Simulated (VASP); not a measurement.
# TlAgF5 (P4/mmm) in VASP: a series of runs

Runs on TlAgF5. Level: PBE. Tasks: single point.

Everything below comes from runs of VASP 6.6.1. Logs are shortened: lines on timing, memory, paths and dates and some standing lists are left out, and cuts for length are marked.

**1. The cell of the first run**

The structure is tetragonal, space group P4/mmm (No. 123). Conventional cell: a = 3.921 Å, b = 3.921 Å, c = 6.922 Å, α = 90.00°, β = 90.00°, γ = 90.00°. Within 3.2 Å of Tl (site symmetry 4/mmm) lie 8 F at 2.40 Å. Within 3.7 Å of Ag (site symmetry 4/mmm) lie 12 F at 2.77 to 2.86 Å. Within 3.7 Å of F (site symmetry 4/mmm) lie 4 Ag at 2.77 Å and 8 F at 2.86 Å and 2 Tl at 3.46 Å. F (site symmetry 2mm) has 2 Tl at 2.40 Å and 7 F at 2.76 to 2.86 Å and 2 Ag at 2.86 Å within 3.2 Å.

The cell was built from a structure type or drawn by symmetry, and may not be a known phase.

**2. Single point, PBE**

INCAR reads:

```
SYSTEM = TlAgF5
PREC = Accurate
ENCUT = 520
EDIFF = 1E-6
ISMEAR = 0
SIGMA = 0.1
LREAL = .FALSE.
LASPH = .TRUE.
NELM = 100
ALGO = Normal
ISIF = 2
LWAVE = .FALSE.
LCHARG = .FALSE.
GGA = PE
NBANDS = 38
```

KPOINTS reads:

```
Automatic mesh
0
G
  4 4 4
  0 0 0
```

POSCAR reads:

```
TlAgF5
1.0
    3.9213905900      0.0000000000      0.0000000000
    0.0000000000      3.9213905900      0.0000000000
    0.0000000000      0.0000000000      6.9215876200
Tl Ag F
1 1 5
Direct
    0.0000000000      0.0000000000      0.5000000000
    0.5000000000      0.5000000000      0.0000000000
    0.0000000000      0.0000000000      0.0000000000
    0.5000000000      0.0000000000      0.6995300100
    0.0000000000      0.5000000000      0.6995300100
    0.5000000000      0.0000000000      0.3004699900
    0.0000000000      0.5000000000      0.3004699900
```

Potentials or basis: VASP PAW PBE potentials, release 64 (Tl_d, Ag, F).

Started as:

```console
> cat potpaw_PBE.64/Tl_d/POTCAR potpaw_PBE.64/Ag/POTCAR potpaw_PBE.64/F/POTCAR > POTCAR
> mpirun -np 1 vasp_std > vasp.out
```

OUTCAR:

```text
SYSTEM = TlAgF5
   PREC = Accurate
   ENCUT = 520
   EDIFF = 1E-6
   ISMEAR = 0
   LREAL = .FALSE.
   LASPH = .TRUE.
   NELM = 100
   ISIF = 2
   GGA = PE

 ion  position               nearest neighbor table
   1  0.000  0.000  0.500-   4 2.40   5 2.40   6 2.40   7 2.40   5 2.40   7 2.40   4 2.40   6 2.40

   2  0.500  0.500  0.000-
   3  0.000  0.000  0.000-
   4  0.500  0.000  0.700-   1 2.40   1 2.40
   5  0.000  0.500  0.700-   1 2.40   1 2.40
   6  0.500  0.000  0.300-   1 2.40   1 2.40
   7  0.000  0.500  0.300-   1 2.40   1 2.40

  LATTYP: Found a simple tetragonal cell.
 ALAT       =     3.9213905900
 C/A-ratio  =     1.7650849772

  Lattice vectors:

 A1 = (   3.9213905900,   0.0000000000,   0.0000000000)
 A2 = (   0.0000000000,   3.9213905900,   0.0000000000)
 A3 = (   0.0000000000,   0.0000000000,   6.9215876200)

Analysis of symmetry for initial positions (statically):
=====================================================================
 Subroutine PRICEL returns:
 Original cell was already a primitive cell.

 Routine SETGRP: Setting up the symmetry group for a
 simple tetragonal supercell.

 Subroutine GETGRP returns: Found 16 space group operations
 (whereof 16 operations were pure point group operations)
 out of a pool of 16 trial point group operations.

The static configuration has the point symmetry D_4h.

Analysis of symmetry for dynamics (positions and initial velocities):
=====================================================================
 Subroutine PRICEL returns:
 Original cell was already a primitive cell.

 Routine SETGRP: Setting up the symmetry group for a
 simple tetragonal supercell.

 Subroutine GETGRP returns: Found 16 space group operations
 (whereof 16 operations were pure point group operations)
 out of a pool of 16 trial point group operations.

The dynamic configuration has the point symmetry D_4h.

 Subroutine INISYM returns: Found 16 space group operations
 (whereof 16 operations are pure point group operations),
 and found     1 'primitive' translations

----------------------------------------------------------------------------------------

                                     Primitive cell
[... 93 lines left out ...]
   NELM   =    100;   NELMIN=  2; NELMDL= -5     # of ELM steps
   EDIFF  = 0.1E-05   stopping-criterion for ELM
   LREAL  =      F    real-space projection
   EDIFFG = 0.1E-04   stopping-criterion for IOM
   NSW    =      0    number of steps for IOM
   IBRION =     -1    ionic relax: 0-MD 1-quasi-New 2-CG
   NFREE  =      0    steps in history (QN), initial steepest desc. (CG)
   ISIF   =      2    stress and relaxation
   ISYM   =      2    0-nonsym 1-usesym 2-fastsym
   POTIM  = 0.5000    time-step for ionic-motion
   TEBEG  =    0.0;   TEEND  =   0.0 temperature during run
   PSTRESS=    0.0 pullay stress
   NELECT =      59.0000    total number of electrons
   NUPDOWN=      -1.0000    fix difference up-down
   EMIN   =  10.00;   EMAX   =-10.00  energy-range for DOS
   EFERMI =   0.00;   METHOD = LEGACY
   ISMEAR =     0;   SIGMA  =   0.10  broadening in eV -4-tet -1-fermi 0-gaus
   EFERMI_NEDOS =   21; number of points for ismear=-14 and -15
   IALGO  =     38    algorithm
   IMIX   =      4    mixing-type and parameters
     AMIX     =   0.40;   BMIX     =  1.00
     AMIX_MAG =   1.60;   BMIX_MAG =  1.00
  volume/ion in A,a.u.               =      15.21       102.61
  Fermi-wavevector in a.u.,A,eV,Ry     =   1.344818  2.541338 24.606620  1.808536
  Thomas-Fermi vector in A             =   2.472781
   LORBIT       =      0    0 simple, 1 ext, 2 COOP (PROOUT), +10 PAW based schemes
   GGA     = PE    functional components
   LHFCALC =     F    Hartree Fock is set to
   AEXX    =    0.0000 exact exchange contribution
   IVDW    =     0    specifies the selected vdW correction
   LEPSILON=     F    determine dielectric tensor
   LRPA    =     F    only Hartree local field effects (RPA)
 non-spin polarized calculation
 Gauss-broadening in eV      SIGMA  =   0.10
  energy-cutoff  :      520.00
  volume of cell :      106.44
 maximum number of plane-waves:      2905
 NGX is ok and might be reduce to    30
   NGX = 15   NGY = 15   NGZ = 25

 number of electron      58.9999984 magnetization

 Free energy of the ion-electron system (eV)
  ---------------------------------------------------
  ext. energy  EPLUGINS =         0.00000000
  ---------------------------------------------------
  free energy    TOTEN  =       -22.39862538 eV

  energy without entropy =      -22.34370546  energy(sigma->0) =      -22.37116542

 E-fermi :  -0.5350     XC(G=0):  -9.6690

 val. band max:       -0.5463681072   @ k =   0.5000   0.0000   0.2500
 cond. band min:      -0.5206732316   @ k =   0.5000   0.5000   0.2500
 fundamental gap:      0.0256948756
 Fermi energy:        -0.5349862346

 k-point     1 :       0.0000    0.0000    0.0000
  band No.  band energies     occupation
      1     -20.8625      2.00000
      2     -20.5667      2.00000
      3     -20.2723      2.00000
      4     -20.0668      2.00000
      5     -19.9078      2.00000
      6      -9.2560      2.00000
[... 727 lines left out ...]
     37      11.1216      0.00000
     38      11.2812      0.00000

------------------------ aborting loop because EDIFF is reached ----------------------------------------

  FORCE on cell =-STRESS in cart. coord.  units (eV):
  Direction    XX          YY          ZZ          XY          YZ          ZX
  --------------------------------------------------------------------------------------
  -------------------------------------------------------------------------------------
  Total       -5.8635495     -5.8635495     -6.3086712      0.0000000      0.0000000     -0.0000000
  in kB      -88.2643342    -88.2643342    -94.9647763      0.0000000      0.0000000     -0.0000000
  external PRESSURE =     -90.4978149 kB  Pullay stress =       0.0000000 kB

 VOLUME and BASIS-vectors are now :
 -----------------------------------------------------------------------------
  energy-cutoff  :      520.00
  volume of cell :      106.44
      direct lattice vectors                 reciprocal lattice vectors
     3.921390590  0.000000000  0.000000000     0.255011577  0.000000000  0.000000000
     0.000000000  3.921390590  0.000000000     0.000000000  0.255011577  0.000000000
     0.000000000  0.000000000  6.921587620     0.000000000  0.000000000  0.144475524

 POSITION                                       TOTAL-FORCE (eV/Angst)
 -----------------------------------------------------------------------------------
      0.00000      0.00000      3.46079         0.000000      0.000000     -0.000000
      1.96070      1.96070      0.00000         0.000000      0.000000     -0.000000
      0.00000      0.00000      0.00000         0.000000      0.000000     -0.000000
      1.96070      0.00000      4.84186         0.000000      0.000000     -0.490981
      0.00000      1.96070      4.84186        -0.000000      0.000000     -0.490981
      1.96070      0.00000      2.07973        -0.000000      0.000000      0.490981
      0.00000      1.96070      2.07973         0.000000     -0.000000      0.490981
 -----------------------------------------------------------------------------------
    total drift:                                0.000000      0.000000      0.000000

  FREE ENERGIE OF THE ION-ELECTRON SYSTEM (eV)
  ---------------------------------------------------
  free  energy   TOTEN  =       -22.3986253830 eV

  energy  without entropy=      -22.3437054593  energy(sigma->0) =      -22.37116542
```

stdout:

```text
POSCAR found type information on POSCAR TlAgF
 POSCAR found :  3 types and       7 ions
 scaLAPACK will be used
 LDA part: xc-table for (Slater+PW92), standard interpolation
 POSCAR, INCAR and KPOINTS ok, starting setup
 FFT: planning ... GRIDC
 FFT: planning ... GRID_SOFT
 FFT: planning ... GRID
 WAVECAR not read
 entering main loop
```

It took 85 s on 1 thread of Intel Xeon Platinum 8259CL at 2.50GHz (Skylake/Cascade Lake), shared host; peak memory 0.24 GiB.

What came out:

| Property | Result |
| --- | --- |
| Free energy | -22.3986 eV |
| Pressure | -9.0 GPa |
| Largest force | 0.491 eV/Å |
| Band gap on the k mesh | zero (an odd number of electrons rules out a gap without spin polarisation) |

Forces on the atoms (eV/Å):
```
Tl   0.000  0.000  0.000
Ag   0.000  0.000  0.000
F    0.000  0.000  0.000
F    0.000  0.000 -0.491
F    0.000  0.000 -0.491
F    0.000  0.000  0.491
F    0.000  0.000  0.491
```

Levels at points of the mesh, in eV from the Fermi level:
| k point | band 26 | band 27 | band 28 | band 29 | band 30 | band 31 | band 32 | band 33 | band 34 | band 35 |
| --- | --- | --- | --- | --- | --- | --- | --- | --- | --- | --- |
| (0.00, 0.00, 0.00) | -0.57 | -0.51 | -0.23 | -0.12 | -0.12 | 1.19 | 4.74 | 8.34 | 11.18 | 11.18 |
| (0.50, 0.00, 0.00) | -0.27 | -0.26 | -0.10 | -0.06 | 0.18 | 3.08 | 5.91 | 8.65 | 8.89 | 10.57 |
| (0.50, 0.50, 0.00) | -0.30 | -0.11 | -0.11 | -0.05 | -0.05 | 3.57 | 6.07 | 8.87 | 8.87 | 11.21 |
| (0.00, 0.00, 0.50) | -0.29 | -0.27 | -0.27 | -0.24 | -0.24 | 1.98 | 4.22 | 8.99 | 9.83 | 11.23 |
| (0.50, 0.00, 0.50) | -0.35 | -0.30 | -0.13 | 0.04 | 0.19 | 3.13 | 6.06 | 8.21 | 8.66 | 10.86 |
| (0.50, 0.50, 0.50) | -0.31 | -0.31 | -0.31 | -0.14 | 0.04 | 3.59 | 6.11 | 9.42 | 9.42 | 10.42 |

Caveat: the k points lie up to 0.40 Å⁻¹ apart, too coarse for converged energies and pressures of a metal; spin-orbit coupling is left out, which moves the levels of the heavy elements; an odd number of electrons without spin polarisation forces a metal; a magnetic or distorted state may lie lower.

**3. Single point, PBE, collinear spin**

This run uses another cell than the first one, of 13.00 Å³/atom.

INCAR reads:

```
PREC     = Accurate       # precision mode
ENCUT    = 520            # plane-wave cutoff, eV
EDIFF    = 1E-6           # SCF threshold, eV
ISMEAR   = 0              # smearing method
SIGMA    = 0.1            # smearing width, eV
LREAL    = False          # projectors in reciprocal space
LASPH    = True           # aspherical terms in the spheres
NELM     = 150            # most SCF steps
ALGO     = Normal         # electronic algorithm
ISIF     = 2              # what is computed and relaxed
LWAVE    = False          # write WAVECAR
LCHARG   = True           # write CHGCAR
ISPIN    = 2              # spin polarisation
MAGMOM   = 0 1 0 0 0 0 0  # initial moments
LORBIT   = 11             # projections on sites
LMAXMIX  = 4              # l up to which the mixer works
GGA      = PE             # functional
LELF     = True           # ELF
LVHAR    = True         
NBANDS   = 42             # bands
```

KPOINTS reads:

```
Automatic mesh
0
Gamma
  4 4 4
```

POSCAR reads:

```
TlAgF5
1.0
    3.7680761259      0.0000000000      0.0000000000
    0.0000000000      3.7680761259      0.0000000000
    0.0000000000      0.0000000000      6.4086784543
Tl Ag F
1 1 5
Direct
    0.0000000000      0.0000000000      0.5000000000
    0.5000000000      0.5000000000      0.0000000000
    0.0000000000      0.0000000000      0.0000000000
    0.5000000000      0.0000000000      0.7031371516
    0.0000000000      0.5000000000      0.7031371516
    0.5000000000      0.0000000000      0.2968628484
    0.0000000000      0.5000000000      0.2968628484
```

Potentials or basis: VASP PAW PBE potentials, release 64 (Tl_d, Ag, F).

Started as:

```console
> cat potpaw_PBE.64/Tl_d/POTCAR potpaw_PBE.64/Ag/POTCAR potpaw_PBE.64/F/POTCAR > POTCAR
> mpirun -np 1 vasp_std > vasp.out
```

OUTCAR:

```text
PREC = Accurate
   ENCUT = 520
   EDIFF = 1E-6
   ISMEAR = 0
   LREAL = False
   LASPH = True
   NELM = 150
   ISIF = 2
   ISPIN = 2
   LORBIT = 11
   GGA = PE

 ion  position               nearest neighbor table
   1  0.000  0.000  0.500-   4 2.29   5 2.29   6 2.29   7 2.29   5 2.29   7 2.29   4 2.29   6 2.29

   2  0.500  0.500  0.000-   3 2.66   3 2.66   3 2.66   3 2.66   7 2.68   4 2.68   4 2.68   6 2.68
                             5 2.68   5 2.68   7 2.68   6 2.68
   3  0.000  0.000  0.000-   2 2.66   2 2.66   2 2.66   2 2.66
   4  0.500  0.000  0.703-   1 2.29   1 2.29   2 2.68   2 2.68
   5  0.000  0.500  0.703-   1 2.29   1 2.29   2 2.68   2 2.68
   6  0.500  0.000  0.297-   1 2.29   1 2.29   2 2.68   2 2.68
   7  0.000  0.500  0.297-   1 2.29   1 2.29   2 2.68   2 2.68

  LATTYP: Found a simple tetragonal cell.
 ALAT       =     3.7680761259
 C/A-ratio  =     1.7007826382

[... 1818 lines left out ...]
      1.88404      0.00000      4.50618        -0.000000      0.000000      0.037929
      0.00000      1.88404      4.50618         0.000000      0.000000      0.037929
      1.88404      0.00000      1.90250         0.000000      0.000000     -0.037929
      0.00000      1.88404      1.90250         0.000000      0.000000     -0.037929
 -----------------------------------------------------------------------------------
    total drift:                                0.000000      0.000000      0.000000

  FREE ENERGIE OF THE ION-ELECTRON SYSTEM (eV)
  ---------------------------------------------------
  free  energy   TOTEN  =       -22.9153638064 eV

  energy  without entropy=      -22.8843740343  energy(sigma->0) =      -22.89986892

 total charge

# of ion       s       p       d       tot
------------------------------------------
    1        0.635   0.389   9.868  10.892
    2        0.118   0.090   9.122   9.329
    3        1.750   4.190   0.000   5.940
    4        1.747   4.294   0.000   6.041
    5        1.747   4.294   0.000   6.041
    6        1.747   4.294   0.000   6.041
    7        1.747   4.294   0.000   6.041
--------------------------------------------------
tot          9.490  21.847  18.990  50.326

 magnetization (x)

# of ion       s       p       d       tot
------------------------------------------
    1       -0.004  -0.002   0.002  -0.004
    2       -0.003  -0.002   0.421   0.416
    3        0.002   0.369   0.000   0.372
    4        0.000   0.043   0.000   0.043
    5        0.000   0.043   0.000   0.043
    6        0.000   0.043   0.000   0.043
    7        0.000   0.043   0.000   0.043
--------------------------------------------------
tot         -0.004   0.537   0.423   0.956
```

Run time: 2.4 min. Hardware: 1 thread of Intel Xeon Platinum 8259CL at 2.50GHz (Skylake/Cascade Lake), shared host; peak memory 0.28 GiB.

What came out:

* Free energy: -22.9154 eV
* Pressure: -0.1 GPa
* Largest force: 0.038 eV/Å
* Band gap on the k mesh: zero (filled and empty bands overlap)
* Net moment: 1.00 μB per cell
* Site moments: Tl -0.00; Ag +0.42; F +0.37, +0.04 (each value once) μB
* Valence electrons inside the program's atomic spheres: Tl 10.89; Ag 9.33; F 5.94, 6.04 (each value once)

Forces on the atoms (eV/Å):
```
Tl   0.000  0.000  0.000
Ag   0.000  0.000  0.000
F    0.000  0.000  0.000
F    0.000  0.000  0.038
F    0.000  0.000  0.038
F    0.000  0.000 -0.038
F    0.000  0.000 -0.038
```

Stress tensor (GPa, compression positive):
```
 0.01  0.00  0.00
 0.00  0.01  0.00
 0.00  0.00 -0.18
```

Caveat: the k points lie up to 0.42 Å⁻¹ apart; spin-orbit coupling is left out, which moves the levels of the heavy elements.

**4. Single point, PBE, collinear spin**

Changes to INCAR since step 3:

```diff
@@ -11,3 +11,3 @@
 LWAVE    = False          # write WAVECAR
-LCHARG   = True           # write CHGCAR
+LCHARG   = False          # write CHGCAR
 ISPIN    = 2              # spin polarisation
@@ -17,4 +17,2 @@
 GGA      = PE             # functional
-LELF     = True           # ELF
-LVHAR    = True         
 NBANDS   = 42             # bands
```

KPOINTS reads:

```
regular mesh
0
Gamma
  4 4 4
```

POSCAR reads:

```
TlAgF5
1.0
    3.9213905900      0.0000000000      0.0000000000
    0.0000000000      3.9213905900      0.0000000000
    0.0000000000      0.0000000000      6.9215876200
Tl Ag F
1 1 5
Direct
    0.0000000000      0.0000000000      0.5000000000
    0.5000000000      0.5000000000      0.0000000000
    0.0000000000      0.0000000000      0.0000000000
    0.5000000000      0.0000000000      0.6995300100
    0.0000000000      0.5000000000      0.6995300100
    0.5000000000      0.0000000000      0.3004699900
    0.0000000000      0.5000000000      0.3004699900
```

Started as:

```console
> cat potpaw_PBE.64/Tl_d/POTCAR potpaw_PBE.64/Ag/POTCAR potpaw_PBE.64/F/POTCAR > POTCAR
> mpirun -np 1 vasp_std > vasp.out
```

It took 4.7 min on 1 thread of Intel Xeon Platinum 8259CL at 2.50GHz (Skylake/Cascade Lake), shared host; peak memory 0.32 GiB.

It converged, with:

```yaml
Free_energy: -22.4496 eV
Pressure: -8.9 GPa
Largest_force: 0.461 eV/Å
Band_gap_on_the_k_mesh: zero (filled and empty bands overlap)
Net_moment: 0.99 μB per cell
Site_moments: Tl -0.01; Ag +0.34; F +0.38, +0.06 (each value once) μB
Valence_electrons_inside_the_program's_atomic_spheres: Tl 10.78; Ag 9.32; F 5.92, 6.00 (each value once)
```

Forces in eV/Å, atoms in the order of the input:
```
Tl   0.000  0.000  0.000
Ag   0.000  0.000  0.000
F    0.000  0.000  0.000
F    0.000  0.000 -0.461
F    0.000  0.000 -0.461
F    0.000  0.000  0.461
F    0.000  0.000  0.461
```

Stress tensor (GPa, compression positive):
```
-8.52  0.00  0.00
 0.00 -8.52  0.00
 0.00  0.00 -9.73
```

Levels at points of the mesh, in eV from the Fermi level:
Spin up:
```tsv
k point	band 26	band 27	band 28	band 29	band 30	band 31	band 32	band 33	band 34	band 35
(0.00, 0.00, 0.00)	-0.66	-0.65	-0.53	-0.24	-0.24	1.10	4.60	8.25	11.13	11.13
(0.50, 0.00, 0.00)	-0.55	-0.42	-0.41	-0.37	-0.30	3.02	5.69	8.59	8.72	10.50
(0.50, 0.50, 0.00)	-0.38	-0.25	-0.25	-0.16	-0.15	3.52	5.91	8.76	8.76	11.04
(0.00, 0.00, 0.50)	-0.42	-0.38	-0.38	-0.37	-0.37	1.88	4.07	8.93	9.74	11.19
(0.50, 0.00, 0.50)	-0.49	-0.45	-0.41	-0.36	-0.32	3.07	5.84	8.15	8.50	10.78
(0.50, 0.50, 0.50)	-0.58	-0.58	-0.38	-0.24	-0.07	3.54	5.95	9.37	9.37	10.19
```
Spin down:
```csv
k point,band 27,band 28,band 29,band 30,band 31,band 32
"(0.00, 0.00, 0.00)",-0.53,-0.22,-0.11,-0.11,1.15,4.68
"(0.50, 0.00, 0.00)",-0.25,-0.09,0.03,0.34,3.06,5.88
"(0.50, 0.50, 0.00)",-0.11,-0.11,-0.01,-0.01,3.55,6.00
"(0.00, 0.00, 0.50)",-0.25,-0.25,-0.23,-0.23,1.97,4.15
"(0.50, 0.00, 0.50)",-0.29,-0.13,0.14,0.35,3.11,6.03
"(0.50, 0.50, 0.50)",-0.22,-0.22,-0.10,0.07,3.56,6.03
```

Caveat: the k points lie up to 0.40 Å⁻¹ apart; spin-orbit coupling is left out, which moves the levels of the heavy elements.

**5. Overview**

| spin | cell | gap on the mesh (eV) | pressure (GPa) | moment (μB) | largest force (eV/Å) |
| --- | --- | --- | --- | --- | --- |
| off | a = 3.921, b = 3.921, c = 6.922 Å, 7 atoms, atomic positions A | none | -9.0 | - | 0.49 |
| collinear | a = 3.768, b = 3.768, c = 6.409 Å, 7 atoms, atomic positions B | none | -0.1 | 1.00 | 0.04 |
| collinear | a = 3.921, b = 3.921, c = 6.922 Å, 7 atoms, atomic positions A | none | -8.9 | 0.99 | 0.46 |

Alike in all rows: task single point; level PBE; potentials or basis VASP PAW PBE potentials, release 64 (Tl_d, Ag, F); k mesh 4 × 4 × 4; cutoff (eV) 520; smearing gaussian 0.1 eV.

Caveats: all runs use coarse meshes; spin-orbit coupling is left out, which moves the levels of the heavy elements; an odd number of electrons without spin polarisation forces a metal (at least some runs); a magnetic or distorted state may lie lower (at least some runs).

Total energies depend on the potentials used, so only differences within one code and one set of settings carry meaning.
